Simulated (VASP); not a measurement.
Fe: single point with PBE

Crystal: Fe.

```xyz
3
Lattice="2.5634 0.0000 0.0000 -1.2817 2.2199 0.0000 0.0000 0.0000 6.3486" Properties=species:S:1:pos:R:3 pbc="T T T"
Fe    0.0000    0.0000    0.0000
Fe    0.0000    1.4800    2.1162
Fe    1.2817    0.7400    4.2324
```

This isn't the form of Fe at room conditions, which is bcc.

| Item | Value |
| --- | --- |
| Program | VASP 6.6.1 |
| Task | single point |
| Functional | PBE |
| Potentials or basis | VASP PAW PBE potentials, release 64 (Fe) |
| Cutoff | 520 eV |
| k mesh | 18 × 18 × 7 |
| Occupations | gaussian, width 0.1 eV |
| Spin | collinear spin, ferromagnetic start |
| Starting moments | [2.87, 2.87, 2.87] μB |

```json
{
 "Pressure": "-0.2 GPa",
 "Net moment": "7.77 μB per cell",
 "Site moments": "Fe +2.59 μB",
 "Valence electrons inside the program's atomic spheres": "Fe 7.15"
}
```

Stress tensor (GPa, compression positive):
```
-0.30  0.00  0.00
 0.00 -0.30  0.00
 0.00  0.00 -0.12
```

Levels at points of the mesh, in eV from the Fermi level:
Spin up:
| k point | band 13 | band 14 | band 15 | band 16 | band 17 | band 18 | band 19 | band 20 |
| --- | --- | --- | --- | --- | --- | --- | --- | --- |
| (0.00, 0.00, 0.00) | -1.47 | -1.47 | -0.96 | -0.96 | -0.96 | -0.96 | 10.14 | 10.14 |
| (0.50, 0.00, 0.00) | -0.48 | -0.27 | -0.26 | 1.84 | 1.84 | 2.46 | 6.97 | 6.97 |
Spin down:
```tsv
k point	band 5	band 6	band 7	band 8	band 9	band 10	band 11	band 12
(0.00, 0.00, 0.00)	-0.87	-0.16	-0.03	-0.03	0.12	0.12	0.12	0.12
(0.50, 0.00, 0.00)	-1.21	-1.21	-0.36	-0.36	0.52	0.52	2.36	2.36
```

It took 5.2 min on 1 thread of Intel(R) Xeon(R) Platinum 8259CL CPU @ 2.50GHz (Skylake/Cascade Lake), with other jobs on the host, peak memory 0.36 GiB.
